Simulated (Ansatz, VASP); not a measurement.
## MgO: VASP beside Ansatz

```
CELL_PARAMETERS angstrom
0.00703 2.10850 2.10850
2.10850 0.00703 2.10850
2.11553 2.11553 0.00000
ATOMIC_POSITIONS crystal
Mg 0.00000 0.00000 0.00000
O 0.50000 0.50000 0.50000
```

Alike in both runs: task single point; functional PBE; k mesh 8 × 8 × 8; occupations fermi-dirac, width 0.02 eV; no spin polarisation.

|  | VASP | Ansatz |
| --- | --- | --- |
| version | VASP 6.6.1 | Ansatz 0.2.0 |
| potentials or method | VASP PAW PBE potentials, release 64 (Mg, O), cutoff 600 eV | plane waves, PAW |
| valence electrons in the cell | 8 | 16 |

```tsv
	VASP	Ansatz	Ansatz less VASP
pressure (GPa)	3.1	4.1	+1.02
traceless stress, the component that is largest in VASP (GPa)	-0.98	-0.97	+0.008
```

VASP's potentials hold 8 valence electrons a cell and Ansatz's 16, so a difference there can come from the potentials and not from the codes.
